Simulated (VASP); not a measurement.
# BaTiO3 (Amm2) in VASP: single point with PBE

Aim: the single point of BaTiO3 with PBE.

All numbers are computed with VASP 6.6.1; they aren't measurements. Logs are shortened: lines on timing, memory, paths and dates and some standing lists are left out, and cuts for length are marked.

## (1) The cell of the first run

It takes space group Amm2 (No. 38, orthorhombic). Conventional cell: a = 3.972 Å, b = 5.781 Å, c = 5.832 Å, α = 90.00°, β = 90.00°, γ = 90.00°. Within 3.7 Å of Ba (site symmetry mm2) lie 12 O at 2.77 to 3.06 Å and 8 Ti at 3.45 to 3.61 Å. Ti (site symmetry mm2) has 6 O at 1.85 to 2.27 Å within 2.4 Å. O (site symmetry mm2) has 2 Ti at 2.00 Å within 2.7 Å. Within 2.4 Å of O (site symmetry m) lie 2 Ti at 1.85 to 2.27 Å.

## (2) Single point, PBE

The input, INCAR:

```
PREC     = Accurate       # precision mode
ENCUT    = 520            # plane-wave cutoff, eV
EDIFF    = 1E-6           # SCF threshold, eV
ISMEAR   = 0              # smearing method
SIGMA    = 0.02           # smearing width, eV
LREAL    = False          # projectors in reciprocal space
LASPH    = True           # aspherical terms in the spheres
NELM     = 80             # most SCF steps
ALGO     = Normal         # electronic algorithm
ISIF     = 2              # what is computed and relaxed
LWAVE    = False          # write WAVECAR
LCHARG   = False          # write CHGCAR
GGA      = PE             # functional
NBANDS   = 28             # bands
```

The input, KPOINTS:

```
Automatic mesh
0
Gamma
  8 8 8
```

The input, POSCAR:

```
BaTiO3
1.0
    3.9721001661      0.0000000000      0.0000000000
    0.0000000000      2.8906399385      2.9160034562
    0.0000000000     -2.8906399385      2.9160034562
Ba Ti O
1 1 3
Direct
    0.0000000000      0.0117240321      0.0117240321
    0.5000000000      0.5279398980      0.5279398980
    0.0000000000      0.4873472769      0.4873472769
    0.5000000000      0.4933592798      0.9765095132
    0.5000000000      0.9765095132      0.4933592798
```

Potentials or basis: VASP PAW PBE potentials, release 64 (Ba_sv, Ti_sv, O).

Launch:

```bash
> cat potpaw_PBE.64/Ba_sv/POTCAR potpaw_PBE.64/Ti_sv/POTCAR potpaw_PBE.64/O/POTCAR > POTCAR
> mpirun -np 1 vasp_std > vasp.out
```

OUTCAR:

```text
PREC = Accurate
   ENCUT = 520
   EDIFF = 1E-6
   ISMEAR = 0
   LREAL = False
   LASPH = True
   NELM = 80
   ISIF = 2
   GGA = PE

 ion  position               nearest neighbor table
   1  0.000  0.012  0.012-   3 2.77   4 2.81   5 2.81   4 2.81   5 2.81   3 2.89   3 2.89   5 2.92
                             4 2.92   5 2.92   4 2.92   3 3.06   2 3.45   2 3.45   2 3.51   2 3.51
   2  0.500  0.528  0.528-   4 1.85   5 1.85   3 2.00   3 2.00   5 2.27   4 2.27   1 3.45   1 3.45
                             1 3.51   1 3.51   1 3.51   1 3.51   1 3.61   1 3.61
   3  0.000  0.487  0.487-   2 2.00   2 2.00   1 2.77   1 2.89   1 2.89   1 3.06
   4  0.500  0.493  0.977-   2 1.85   2 2.27   1 2.81   1 2.81   1 2.92   1 2.92
   5  0.500  0.977  0.493-   2 1.85   2 2.27   1 2.81   1 2.81   1 2.92   1 2.92

  LATTYP: Found a base centered orthorhombic cell.
 ALAT       =     5.7812798770
 B/A-ratio  =     1.0087743608
 C/A-ratio  =     0.6870624240

  Lattice vectors:

 A1 = (   0.0000000000,   2.8906399385,  -2.9160034562)
 A2 = (   0.0000000000,   2.8906399385,   2.9160034562)
 A3 = (   3.9721001661,   0.0000000000,   0.0000000000)

Analysis of symmetry for initial positions (statically):
=====================================================================
 Subroutine PRICEL returns:
 Original cell was already a primitive cell.

 Routine SETGRP: Setting up the symmetry group for a
 base centered orthorhombic supercell.

 Subroutine GETGRP returns: Found  4 space group operations
 (whereof  4 operations were pure point group operations)
 out of a pool of  8 trial point group operations.

The static configuration has the point symmetry C_2v.

Analysis of symmetry for dynamics (positions and initial velocities):
=====================================================================
 Subroutine PRICEL returns:
 Original cell was already a primitive cell.

 Routine SETGRP: Setting up the symmetry group for a
 base centered orthorhombic supercell.

 Subroutine GETGRP returns: Found  4 space group operations
 (whereof  4 operations were pure point group operations)
 out of a pool of  8 trial point group operations.

The dynamic configuration has the point symmetry C_2v.

 Subroutine INISYM returns: Found  4 space group operations
 (whereof  4 operations are pure point group operations),
 and found     1 'primitive' translations

----------------------------------------------------------------------------------------

                                     Primitive cell

  volume of cell :      66.9626

  direct lattice vectors                    reciprocal lattice vectors
     3.972100166  0.000000000  0.000000000     0.251755988  0.000000000  0.000000000
     0.000000000  2.890639939  2.916003456     0.000000000  0.172972079  0.171467561
     0.000000000 -2.890639939  2.916003456     0.000000000 -0.172972079  0.171467561

  length of vectors
     3.972100166  4.105956090  4.105956090     0.251755988  0.243557929  0.243557929

  position of ions in fractional coordinates (direct lattice)
     0.000000000  0.011724032  0.011724032
     0.500000000  0.527939898  0.527939898
     0.000000000  0.487347277  0.487347277
     0.500000000  0.493359280  0.976509513
     0.500000000  0.976509513  0.493359280

  ion indices of the primitive-cell ions
   primitive index   ion index
                 1           1
                 2           2
                 3           3
                 4           4
                 5           5

----------------------------------------------------------------------------------------

 KPOINTS: Automatic mesh

Automatic generation of k-mesh.
 Grid dimensions read from file:
 generate k-points for:    8    8    8

 Generating k-lattice:

  Cartesian coordinates                     Fractional coordinates (reciprocal lattice)
     0.031469498  0.000000000  0.000000000     0.125000000  0.000000000  0.000000000
     0.000000000  0.021621510  0.021433445     0.000000000  0.125000000  0.000000000
     0.000000000 -0.021621510  0.021433445     0.000000000  0.000000000  0.125000000

  Length of vectors
     0.031469498  0.030444741  0.030444741

  Shift w.r.t. Gamma in fractional coordinates (k-lattice)
     0.000000000  0.000000000  0.000000000

 Subroutine IBZKPT returns following result:
 ===========================================

 Found    105 irreducible k-points:

 Following reciprocal coordinates:
            Coordinates               Weight
  0.000000  0.000000  0.000000      1.000000
  0.125000  0.000000  0.000000      2.000000
  0.250000  0.000000  0.000000      2.000000
  0.375000  0.000000  0.000000      2.000000
  0.500000  0.000000  0.000000      1.000000
  0.000000  0.125000  0.000000      4.000000
[... 16 lines left out ...]
  0.250000  0.500000  0.000000      4.000000
  0.375000  0.500000  0.000000      4.000000
 [... further k-points ...]
   k-points           NKPTS =    105   k-points in BZ     NKDIM =    105   number of bands    NBANDS=     28
   number of dos      NEDOS =    301   number of ions     NIONS =      5
   total plane-waves  NPLWV =  30720
   dimension x,y,z NGX =    30 NGY =   32 NGZ =   32
   dimension x,y,z NGXF=    60 NGYF=   64 NGZF=   64
   ions per type =               1   1   3
   NGX,Y,Z   is equivalent  to a cutoff of  12.56, 12.96, 12.96 a.u.
   NGXF,Y,Z  is equivalent  to a cutoff of  25.11, 25.91, 25.91 a.u.
 SYSTEM =  unknown system
   PREC   = accura    normal or accurate (medium, high low for compatibility)
   ISTART =      0    job   : 0-new  1-cont  2-samecut
   ICHARG =      2    charge: 1-file 2-atom 10-const
   ISPIN  =      1    spin polarized calculation?
   LNONCOLLINEAR =      F non collinear calculations
   LSORBIT =      F    spin-orbit coupling
   LASPH  =      T    aspherical Exc in radial PAW
   ENCUT  =  520.0 eV  38.22 Ry    6.18 a.u.   7.39  7.63  7.63*2*pi/ulx,y,z
   NELM   =     80;   NELMIN=  2; NELMDL= -5     # of ELM steps
   EDIFF  = 0.1E-05   stopping-criterion for ELM
   LREAL  =      F    real-space projection
   EDIFFG = 0.1E-04   stopping-criterion for IOM
   NSW    =      0    number of steps for IOM
   IBRION =     -1    ionic relax: 0-MD 1-quasi-New 2-CG
   NFREE  =      0    steps in history (QN), initial steepest desc. (CG)
   ISIF   =      2    stress and relaxation
   ISYM   =      2    0-nonsym 1-usesym 2-fastsym
   POTIM  = 0.5000    time-step for ionic-motion
   TEBEG  =    0.0;   TEEND  =   0.0 temperature during run
   PSTRESS=    0.0 pullay stress
   NELECT =      40.0000    total number of electrons
   NUPDOWN=      -1.0000    fix difference up-down
   EMIN   =  10.00;   EMAX   =-10.00  energy-range for DOS
   EFERMI =   0.00;   METHOD = LEGACY
   ISMEAR =     0;   SIGMA  =   0.02  broadening in eV -4-tet -1-fermi 0-gaus
   EFERMI_NEDOS =   21; number of points for ismear=-14 and -15
   IALGO  =     38    algorithm
   IMIX   =      4    mixing-type and parameters
     AMIX     =   0.40;   BMIX     =  1.00
     AMIX_MAG =   1.60;   BMIX_MAG =  1.00
  volume/ion in A,a.u.               =      13.39        90.38
  Fermi-wavevector in a.u.,A,eV,Ry     =   1.378745  2.605451 25.863845  1.900939
  Thomas-Fermi vector in A             =   2.503779
   LORBIT       =      0    0 simple, 1 ext, 2 COOP (PROOUT), +10 PAW based schemes
   GGA     = PE    functional components
   LHFCALC =     F    Hartree Fock is set to
   AEXX    =    0.0000 exact exchange contribution
   IVDW    =     0    specifies the selected vdW correction
   LEPSILON=     F    determine dielectric tensor
   LRPA    =     F    only Hartree local field effects (RPA)
 non-spin polarized calculation
 Gauss-broadening in eV      SIGMA  =   0.02
  energy-cutoff  :      520.00
  volume of cell :       66.96
 maximum number of plane-waves:      1823
 NGX is ok and might be reduce to    30
   NGX = 15   NGY = 15   NGZ = 15

 number of electron      39.9999987 magnetization

 Free energy of the ion-electron system (eV)
  ---------------------------------------------------
  ext. energy  EPLUGINS =         0.00000000
  ---------------------------------------------------
  free energy    TOTEN  =       -40.05255647 eV

  energy without entropy =      -40.05255647  energy(sigma->0) =      -40.05255647

 E-fermi :   3.5834     XC(G=0): -11.0028

 val. band max:        3.5017748618   @ k =   0.5000   0.5000   0.5000
 cond. band min:       5.8497199375   @ k =   0.0000   0.0000   0.0000
 fundamental gap:      2.3479450757
 Fermi energy:         3.5833533778

 k-point     1 :       0.0000    0.0000    0.0000
  band No.  band energies     occupation
      1     -52.8737      2.00000
      2     -29.1560      2.00000
      3     -29.1544      2.00000
      4     -29.0702      2.00000
      5     -21.4812      2.00000
      6     -13.2825      2.00000
[... 20 lines left out ...]
     27       8.6764      0.00000
     28      10.3271      0.00000

 k-point     2 :       0.1250    0.0000    0.0000
  band No.  band energies     occupation
      1     -52.8736      2.00000
      2     -29.1556      2.00000
      3     -29.1541      2.00000
      4     -29.0784      2.00000
      5     -21.4654      2.00000
      6     -13.2838      2.00000
[... 20 lines left out ...]
     27       8.9621      0.00000
     28      10.7109      0.00000

 k-point     3 :       0.2500    0.0000    0.0000
  band No.  band energies     occupation
      1     -52.8732      2.00000
      2     -29.1549      2.00000
      3     -29.1533      2.00000
      4     -29.0979      2.00000
      5     -21.4267      2.00000
      6     -13.3275      2.00000
[... 20 lines left out ...]
     27       9.6445      0.00000
     28      11.6042      0.00000

 k-point     4 :       0.3750    0.0000    0.0000
  band No.  band energies     occupation
      1     -52.8728      2.00000
      2     -29.1540      2.00000
      3     -29.1525      2.00000
      4     -29.1174      2.00000
      5     -21.3873      2.00000
      6     -13.4110      2.00000
[... 578 lines left out ...]
     27      11.0355      0.00000
     28      11.7663      0.00000

 k-point    23 :       0.2500    0.5000    0.0000
  band No.  band energies     occupation
      1     -52.8725      2.00000
      2     -29.1916      2.00000
      3     -29.1526      2.00000
      4     -29.0960      2.00000
      5     -21.3562      2.00000
      6     -13.2024      2.00000
[... 20 lines left out ...]
     27      11.6369      0.00000
     28      11.9431      0.00000

 k-point    24 :       0.3750    0.5000    0.0000
  band No.  band energies     occupation
      1     -52.8721      2.00000
      2     -29.1903      2.00000
      3     -29.1518      2.00000
      4     -29.1151      2.00000
      5     -21.3285      2.00000
      6     -13.0158      2.00000
[... 20 lines left out ...]
     27      11.3607      0.00000
     28      12.6620      0.00000

 [... further k-points ...]
[... 5 lines left out ...]
  --------------------------------------------------------------------------------------
  -------------------------------------------------------------------------------------
  Total        0.6427453      0.6810071      0.6524633      0.0000000      0.0000000      0.0000000
  in kB       15.3786178     16.2940866     15.6111333      0.0000000      0.0000000      0.0000000
  external PRESSURE =      15.7612792 kB  Pullay stress =       0.0000000 kB

 VOLUME and BASIS-vectors are now :
 -----------------------------------------------------------------------------
  energy-cutoff  :      520.00
  volume of cell :       66.96
      direct lattice vectors                 reciprocal lattice vectors
     3.972100166  0.000000000  0.000000000     0.251755988  0.000000000  0.000000000
     0.000000000  2.890639939  2.916003456     0.000000000  0.172972079  0.171467561
     0.000000000 -2.890639939  2.916003456     0.000000000 -0.172972079  0.171467561

 POSITION                                       TOTAL-FORCE (eV/Angst)
 -----------------------------------------------------------------------------------
      0.00000      0.00000      0.06837         0.000000      0.000000     -0.045982
      1.98605      0.00000      3.07895         0.000000      0.000000     -0.089900
      0.00000      0.00000      2.84221         0.000000      0.000000      0.022300
      1.98605     -1.39661      4.28614         0.000000     -0.034938      0.056790
      1.98605      1.39661      4.28614         0.000000      0.034938      0.056790
 -----------------------------------------------------------------------------------
    total drift:                                0.000000      0.000000      0.000278

  FREE ENERGIE OF THE ION-ELECTRON SYSTEM (eV)
  ---------------------------------------------------
  free  energy   TOTEN  =       -40.0525564671 eV

  energy  without entropy=      -40.0525564671  energy(sigma->0) =      -40.05255647
```

It took 1.9 min on 1 thread of Intel Xeon Platinum 8488C (Sapphire Rapids), shared host; peak memory 0.32 GiB.

Results:

| Item | Value |
| --- | --- |
| Free energy | -40.0526 eV |
| Pressure | 1.6 GPa |
| Largest force | 0.090 eV/Å |
| Band gap on the k mesh | 2.35 eV, indirect (least direct gap 2.89 eV) |

Forces in eV/Å, atoms in the order of the input:
```
Ba   0.000  0.000 -0.046
Ti   0.000  0.000 -0.090
O    0.000  0.000  0.022
O    0.000 -0.035  0.057
O    0.000  0.035  0.057
```

Caveat: spin-orbit coupling is left out, which moves the levels of the heavy elements. A hybrid or GW would open this gap; PBE tends to underestimate it.
